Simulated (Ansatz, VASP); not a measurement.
NaF in VASP and in Ansatz

POSCAR

```
NaF
1.0
    3.2919462618      0.0000000000      0.0000000000
   -1.6459731309      2.8509090906      0.0000000000
    0.0000000000      0.0000000000      5.5039038203
Na F
2 2
Direct
    0.0000000000      0.0000000000      0.0000000000
    0.0000000000      0.0000000000      0.5000000000
    0.3333333333      0.6666666667      0.2500000000
    0.6666666667      0.3333333333      0.7500000000
```

Contents of INCAR.step1:

```
SYSTEM = NaF
  ALGO = Normal
  EDIFF = 1E-5
  ENCUT = 520
  GGA = PE
  ISIF = 2
  ISMEAR = 0
  LASPH = .TRUE.
  LREAL = .FALSE.
  LWAVE = .TRUE.
  NBANDS = 22
  NELM = 100
  PREC = Accurate
  SIGMA = 0.01
```

Contents of INCAR.step2:

```
SYSTEM = NaF
  ALGO = Normal
  EDIFF = 1E-6
  ENCUT = 520
  GGA = PE
  HFSCREEN = 0.2079
  ISIF = 2
  ISMEAR = 0
  ISTART = 1
  LASPH = .TRUE.
  LCHARG = .TRUE.
  LELF = .TRUE.
  LHFCALC = .TRUE.
  LREAL = .FALSE.
  LVHAR = .TRUE.
  LWAVE = .FALSE.
  NBANDS = 22
  NELM = 100
  PREC = Accurate
  PRECFOCK = Normal
  SIGMA = 0.01
```

Contents of KPOINTS:

```
k-points
0
G
  6 6 4
  0 0 0
```

Input for Ansatz:

```yaml
crystal:
  lattice:
    - [3.2919462618, 0.0, 0.0]
    - [-1.6459731309, 2.8509090906, 0.0]
    - [0.0, 0.0, 5.5039038203]
  atoms:
    - { symbol: Na, position: [0.0, 0.0, 0.0] }
    - { symbol: Na, position: [0.0, 0.0, 0.5] }
    - { symbol: F, position: [0.3333333333, 0.6666666667, 0.25] }
    - { symbol: F, position: [0.6666666667, 0.3333333333, 0.75] }
kpoints:
  mp_grid: { grid: [6, 6, 4] }
  band_path:
    path:
      - [0.0, 0.0, 0.0]
      - [0.5, 0.0, 0.0]
      - [0.3333333333, 0.3333333333, 0.0]
      - [0.0, 0.0, 0.5]
      - [0.5, 0.0, 0.5]
      - [0.3333333333, 0.3333333333, 0.5]
    npoints: 1
hamiltonian:
  xc: hse06
scf:
  occupations: { method: fixed }
  n_extra_bands: 5
output:
  forces: true
  stress: true
  eigenvalues: true
```

Change from the starting cell: epitaxial_xy strain +3.6%.

Alike in both runs: task single point; functional HSE06; k mesh 6 × 6 × 4; no spin polarisation.

```csv
,VASP,Ansatz
version,VASP 6.6.1,Ansatz 0.2.0
potentials or method,"VASP PAW PBE potentials, release 64 (Na_pv, F)","plane waves, PAW"
plane-wave cutoff (eV),520,420
occupations,"gaussian, width 0.01 eV",fixed
valence electrons in the cell,28,32
```

|  | VASP | Ansatz | Ansatz less VASP |
| --- | --- | --- | --- |
| gap on the k mesh at the Fermi level (eV) | 8.24 | 8.27 | +0.029 |
| pressure (GPa) | -1.2 | -1.2 | -0.06 |
| traceless stress, the component that is largest in VASP (GPa) | 2.70 | 2.68 | -0.017 |

VASP's potentials hold 28 valence electrons a cell and Ansatz's 32, so a difference there can come from the potentials and not from the codes. Ansatz's warnings: stress exchange threshold loose, stress scf threshold loose.
